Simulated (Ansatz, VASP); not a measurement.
**Si: VASP beside Ansatz**

```
Si
1.0
     0.00000    5.43000    5.43000
     5.43000    0.00000    5.43000
     5.43000    5.43000    0.00000
Si
17
Cartesian
  -0.0068 0.0038 -0.0029
  1.3526 1.3245 1.3600
  2.7298 2.6964 -0.0201
  4.1018 4.0741 1.3581
  2.7169 0.0058 2.7195
  4.0722 1.3578 4.0721
  5.4229 2.7129 2.7179
  6.7824 4.0763 4.0381
  -0.0291 2.6907 2.7406
  1.3535 4.0714 4.1065
  2.7323 5.4536 2.7374
  4.0616 6.7904 4.0745
  2.7175 2.7106 5.4244
  4.0352 4.0735 6.7869
  5.4011 5.4565 5.4047
  6.7832 6.8227 6.7850
  6.7765 4.0754 6.7897
```

Alike in both runs: functional PBE; k mesh 2 × 2 × 2; occupations gaussian, width 0.02 eV; no spin polarisation.

Ansatz relaxed the structure, and its values are those at the end. VASP's run is a single point on that final structure, the one shown.

|  | VASP | Ansatz |
| --- | --- | --- |
| version | VASP 6.6.1 | Ansatz 0.2.0 |
| potentials or method | VASP PAW PBE potentials, release 64 (Si), cutoff 520 eV | scalar-relativistic, plane waves, PAW |
| valence electrons in the cell | 68 | 68 |

|  | VASP | Ansatz | Ansatz less VASP |
| --- | --- | --- | --- |
| rms of the force components (eV/Å) | 0.010 | 0.010 | 0.0000 |

The k mesh is coarse, so the values compare programs but aren't converged.
